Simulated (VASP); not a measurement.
# C (Fd-3m) in VASP: a series of runs, part 2 of 2

VASP 6.6.1. Earlier steps stand in the parts before.

### 6 Relaxation of cell and atoms, PBEsol, target pressure 7 GPa, at which the enthalpy is minimised

This run uses another cell than the first one, of 5.61 Å³/atom, 1.015 times its volume.

Contents of INCAR:

```
PREC     = Accurate       # precision mode
ENCUT    = 600            # plane-wave cutoff, eV
EDIFF    = 1E-6           # SCF threshold, eV
ISMEAR   = 0              # smearing method
SIGMA    = 0.01           # smearing width, eV
LREAL    = False          # projectors in reciprocal space
LASPH    = True           # aspherical terms in the spheres
NELM     = 80             # most SCF steps
ALGO     = Normal         # electronic algorithm
ISIF     = 3              # what is computed and relaxed
LWAVE    = False          # write WAVECAR
LCHARG   = False          # write CHGCAR
GGA      = PS             # functional
IBRION   = 2              # ionic algorithm
NSW      = 100            # ionic steps
EDIFFG   = -0.002         # ionic threshold
PSTRESS  = 70.0
```

Contents of KPOINTS:

```
regular mesh
0
Gamma
  10 10 10
```

Contents of POSCAR:

```
C
1.0
    0.0000000000      1.7769046376      1.7769046376
    1.7769046376      0.0000000000      1.7769046376
    1.7769046376      1.7769046376      0.0000000000
C
2
Direct
    0.5000000000      0.5000000000      0.5000000000
    0.7500000000      0.7500000000      0.7500000000
```

Potentials or basis: VASP PAW PBE potentials, release 64 (C).

Launch:

```console
cat potpaw_PBE.64/C/POTCAR > POTCAR
mpirun -np 1 vasp_std > vasp.out
```

OUTCAR:

```text
PREC = Accurate
   ENCUT = 600
   EDIFF = 1E-6
   ISMEAR = 0
   LREAL = False
   LASPH = True
   NELM = 80
   ISIF = 3
   GGA = PS
   IBRION = 2
   NSW = 100
   EDIFFG = -0.002
   PSTRESS = 70.0

 ion  position               nearest neighbor table
   1  0.500  0.500  0.500-   2 1.54   2 1.54   2 1.54   2 1.54
   2  0.750  0.750  0.750-   1 1.54   1 1.54   1 1.54   1 1.54

  LATTYP: Found a face centered cubic cell.
 ALAT       =     3.5538092752

  Lattice vectors:

 A1 = (   0.0000000000,   1.7769046376,   1.7769046376)
 A2 = (   1.7769046376,   0.0000000000,   1.7769046376)
 A3 = (   1.7769046376,   1.7769046376,   0.0000000000)

Analysis of symmetry for initial positions (statically):
=====================================================================
 Subroutine PRICEL returns:
 Original cell was already a primitive cell.

 Routine SETGRP: Setting up the symmetry group for a
 face centered cubic supercell.

 Subroutine GETGRP returns: Found 48 space group operations
 (whereof 24 operations were pure point group operations)
 out of a pool of 48 trial point group operations.

The static configuration has the point symmetry T_d .
 The point group associated with its full space group is O_h .

Analysis of symmetry for dynamics (positions and initial velocities):
=====================================================================
 Subroutine PRICEL returns:
 Original cell was already a primitive cell.

 Routine SETGRP: Setting up the symmetry group for a
 face centered cubic supercell.

 Subroutine GETGRP returns: Found 48 space group operations
 (whereof 24 operations were pure point group operations)
 out of a pool of 48 trial point group operations.

The dynamic configuration has the point symmetry T_d .
 The point group associated with its full space group is O_h .

 Subroutine INISYM returns: Found 48 space group operations
 (whereof 24 operations are pure point group operations),
 and found     1 'primitive' translations

----------------------------------------------------------------------------------------

                                     Primitive cell

  volume of cell :      11.2208

  direct lattice vectors                    reciprocal lattice vectors
     0.000000000  1.776904638  1.776904638    -0.281388201  0.281388201  0.281388201
     1.776904638  0.000000000  1.776904638     0.281388201 -0.281388201  0.281388201
     1.776904638  1.776904638  0.000000000     0.281388201  0.281388201 -0.281388201

  length of vectors
     2.512922638  2.512922638  2.512922638     0.487378661  0.487378661  0.487378661

  position of ions in fractional coordinates (direct lattice)
     0.500000000  0.500000000  0.500000000
     0.750000000  0.750000000  0.750000000

  ion indices of the primitive-cell ions
   primitive index   ion index
                 1           1
                 2           2

----------------------------------------------------------------------------------------

 KPOINTS: regular mesh

Automatic generation of k-mesh.
 Grid dimensions read from file:
 generate k-points for:   10   10   10

 Generating k-lattice:

  Cartesian coordinates                     Fractional coordinates (reciprocal lattice)
    -0.028138820  0.028138820  0.028138820     0.100000000  0.000000000  0.000000000
     0.028138820 -0.028138820  0.028138820     0.000000000  0.100000000  0.000000000
     0.028138820  0.028138820 -0.028138820     0.000000000  0.000000000  0.100000000

  Length of vectors
     0.048737866  0.048737866  0.048737866

  Shift w.r.t. Gamma in fractional coordinates (k-lattice)
     0.000000000  0.000000000  0.000000000

 Subroutine IBZKPT returns following result:
 ===========================================

 Found     47 irreducible k-points:

 Following reciprocal coordinates:
            Coordinates               Weight
  0.000000  0.000000  0.000000      1.000000
  0.100000  0.000000  0.000000      8.000000
  0.200000  0.000000  0.000000      8.000000
  0.300000  0.000000  0.000000      8.000000
  0.400000  0.000000  0.000000      8.000000
  0.500000  0.000000  0.000000      4.000000
[... 16 lines left out ...]
  0.300000  0.300000  0.000000      6.000000
  0.400000  0.300000  0.000000     24.000000
 [... further k-points ...]
   k-points           NKPTS =     47   k-points in BZ     NKDIM =     47   number of bands    NBANDS=      8
   number of dos      NEDOS =    301   number of ions     NIONS =      2
   total plane-waves  NPLWV =   8000
   dimension x,y,z NGX =    20 NGY =   20 NGZ =   20
   dimension x,y,z NGXF=    40 NGYF=   40 NGZF=   40
   ions per type =               2
   NGX,Y,Z   is equivalent  to a cutoff of  13.23, 13.23, 13.23 a.u.
   NGXF,Y,Z  is equivalent  to a cutoff of  26.46, 26.46, 26.46 a.u.
 SYSTEM =  unknown system
   PREC   = accura    normal or accurate (medium, high low for compatibility)
   ISTART =      0    job   : 0-new  1-cont  2-samecut
   ICHARG =      2    charge: 1-file 2-atom 10-const
   ISPIN  =      1    spin polarized calculation?
   LNONCOLLINEAR =      F non collinear calculations
   LSORBIT =      F    spin-orbit coupling
   LASPH  =      T    aspherical Exc in radial PAW
   ENCUT  =  600.0 eV  44.10 Ry    6.64 a.u.   5.02  5.02  5.02*2*pi/ulx,y,z
   NELM   =     80;   NELMIN=  2; NELMDL= -5     # of ELM steps
   EDIFF  = 0.1E-05   stopping-criterion for ELM
   LREAL  =      F    real-space projection
   EDIFFG = -.2E-02   stopping-criterion for IOM
   NSW    =    100    number of steps for IOM
   IBRION =      2    ionic relax: 0-MD 1-quasi-New 2-CG
   NFREE  =      1    steps in history (QN), initial steepest desc. (CG)
   ISIF   =      3    stress and relaxation
   ISYM   =      2    0-nonsym 1-usesym 2-fastsym
   POTIM  = 0.5000    time-step for ionic-motion
   TEBEG  =    0.0;   TEEND  =   0.0 temperature during run
   PSTRESS=   70.0 pullay stress
   NELECT =       8.0000    total number of electrons
   NUPDOWN=      -1.0000    fix difference up-down
   EMIN   =  10.00;   EMAX   =-10.00  energy-range for DOS
   EFERMI =   0.00;   METHOD = LEGACY
   ISMEAR =     0;   SIGMA  =   0.01  broadening in eV -4-tet -1-fermi 0-gaus
   EFERMI_NEDOS =   21; number of points for ismear=-14 and -15
   IALGO  =     38    algorithm
   IMIX   =      4    mixing-type and parameters
     AMIX     =   0.40;   BMIX     =  1.00
     AMIX_MAG =   1.60;   BMIX_MAG =  1.00
  volume/ion in A,a.u.               =       5.61        37.86
  Fermi-wavevector in a.u.,A,eV,Ry     =   1.462505  2.763734 29.101787  2.138921
  Thomas-Fermi vector in A             =   2.578710
   LORBIT       =      0    0 simple, 1 ext, 2 COOP (PROOUT), +10 PAW based schemes
   GGA     = PS    functional components
   LHFCALC =     F    Hartree Fock is set to
   AEXX    =    0.0000 exact exchange contribution
   IVDW    =     0    specifies the selected vdW correction
   LEPSILON=     F    determine dielectric tensor
   LRPA    =     F    only Hartree local field effects (RPA)
 conjugate gradient relaxation of ions
 non-spin polarized calculation
 Gauss-broadening in eV      SIGMA  =   0.01
  energy-cutoff  :      600.00
  volume of cell :       11.22
 maximum number of plane-waves:       388
   NGX =  9   NGY =  9   NGZ =  9

--------------------------------------- Ionic step        1  -------------------------------------------

 number of electron       7.9999999 magnetization

 Free energy of the ion-electron system (eV)
  ---------------------------------------------------
  ext. energy  EPLUGINS =         0.00000000
  ---------------------------------------------------
  free energy    TOTEN  =       -19.25415230 eV

  energy without entropy =      -19.25415230  energy(sigma->0) =      -19.25415230

 E-fermi :   9.9182     XC(G=0): -13.4866

 val. band max:        9.8663179397   @ k =   0.0000   0.0000   0.0000
 cond. band min:      13.9258029778   @ k =   0.4000   0.4000   0.0000
 fundamental gap:      4.0594850381
 Fermi energy:         9.9181512423

 k-point     1 :       0.0000    0.0000    0.0000
  band No.  band energies     occupation
      1     -11.8020      2.00000
      2       9.8663      2.00000
      3       9.8663      2.00000
      4       9.8663      2.00000
      5      15.4357      0.00000
      6      15.4357      0.00000
      7      15.4357      0.00000
      8      23.4835      0.00000
[... 326 lines left out ...]
  enthalpy is  TOTEN    =       -18.7610491780 eV   P V=        0.4741220976

--------------------------------------- Ionic step        3  -------------------------------------------

 number of electron       7.9999999 magnetization

 Free energy of the ion-electron system (eV)
  ---------------------------------------------------
  ext. energy  EPLUGINS =         0.00000000
  ---------------------------------------------------
  free energy    TOTEN  =       -19.25055005 eV

  energy without entropy =      -19.25055005  energy(sigma->0) =      -19.25055005

 E-fermi :  10.1630     XC(G=0): -13.5566

 val. band max:       10.0731181389   @ k =   0.0000   0.0000   0.0000
 cond. band min:      14.1634240055   @ k =   0.4000   0.4000   0.0000
 fundamental gap:      4.0903058667
 Fermi energy:        10.1629658840

 k-point     1 :       0.0000    0.0000    0.0000
  band No.  band energies     occupation
      1     -11.7873      2.00000
      2      10.0731      2.00000
      3      10.0731      2.00000
      4      10.0731      2.00000
      5      15.6814      0.00000
      6      15.6814      0.00000
      7      15.6814      0.00000
      8      24.0157      0.00000
[... 282 lines left out ...]
  FREE ENERGIE OF THE ION-ELECTRON SYSTEM (eV)
  ---------------------------------------------------
  free  energy   TOTEN  =       -19.2505500535 eV

  energy  without entropy=      -19.2505500535  energy(sigma->0) =      -19.25055005

  enthalpy is  TOTEN    =       -18.7671833375 eV   P V=        0.4833667160

 reached required accuracy - stopping structural energy minimisation
```

It took 6.4 s on 1 thread of Intel Xeon Platinum 8375C at 2.90GHz (Ice Lake), shared host; peak memory 0.12 GiB.

Results:

| Property | Result |
| --- | --- |
| Free energy | -19.2506 eV |
| Relaxed volume | 5.53 Å³/atom |
| Relaxed cell | a = 2.501 Å, b = 2.501 Å, c = 2.501 Å, α = 60.00°, β = 60.00°, γ = 60.00° |
| Space group after relaxing (to 0.05 Å) | Fd-3m (No. 227) |
| Energy change on relaxing (the enthalpy is what falls) | +1.8 meV/atom |
| Ionic steps | 3 |
| Pressure after relaxing | 7.0 GPa |
| Band gap on the k mesh | 4.09 eV, indirect (least direct gap 5.61 eV) |

Step by step:
```tsv
step	energy change (eV)	largest force (eV/Å)	pressure (GPa)	volume (Å³)
1	0.0000	0.0000	0.44	11.22
2	0.0190	0.0000	16.46	10.85
3	0.0036	0.0000	6.97	11.06
```

Final structure:
```yaml
crystal:
  lattice:
    - [0.00000, 1.76856, 1.76856]
    - [1.76856, 0.00000, 1.76856]
    - [1.76856, 1.76856, 0.00000]
  atoms:
    - { symbol: C, position: [0.50000, 0.50000, 0.50000] }
    - { symbol: C, position: [0.75000, 0.75000, 0.75000] }
```

Caveat: the cell is relaxed towards a set pressure, so the enthalpy falls and the energy may rise; the PAW data sets were made with another functional, which shifts forces and pressure a little. Expect the measured gap to be larger: semilocal functionals such as PBEsol lack the derivative discontinuity.

### 7 Summary

```tsv
task	cell	cutoff (eV)	gap on the mesh (eV)	pressure (GPa)
single point	a = 2.500 Å, angles 60.0°, 2 atoms	520	4.09	8.2
relaxation of cell and atoms	relaxed to 1 GPa from a = 2.513 Å, angles 60.0°, 2 atoms	600	4.06	1.0
relaxation of cell and atoms	relaxed to 2 GPa from a = 2.513 Å, angles 60.0°, 2 atoms	600	4.07	2.0
relaxation of cell and atoms	relaxed to 4 GPa from a = 2.513 Å, angles 60.0°, 2 atoms	600	4.08	4.0
relaxation of cell and atoms	relaxed to 7 GPa from a = 2.513 Å, angles 60.0°, 2 atoms	600	4.09	7.0
```

Alike in all rows: level PBEsol; potentials or basis VASP PAW PBE potentials, release 64 (C); no spin polarisation; k mesh 10 × 10 × 10; smearing gaussian 0.01 eV.

Caveats: the PAW data sets were made with another functional, which shifts forces and pressure a little; the cell is relaxed towards a set pressure, so the enthalpy falls and the energy may rise (some runs).

Total energies depend on the potentials used, so only differences within one code and one set of settings carry meaning.
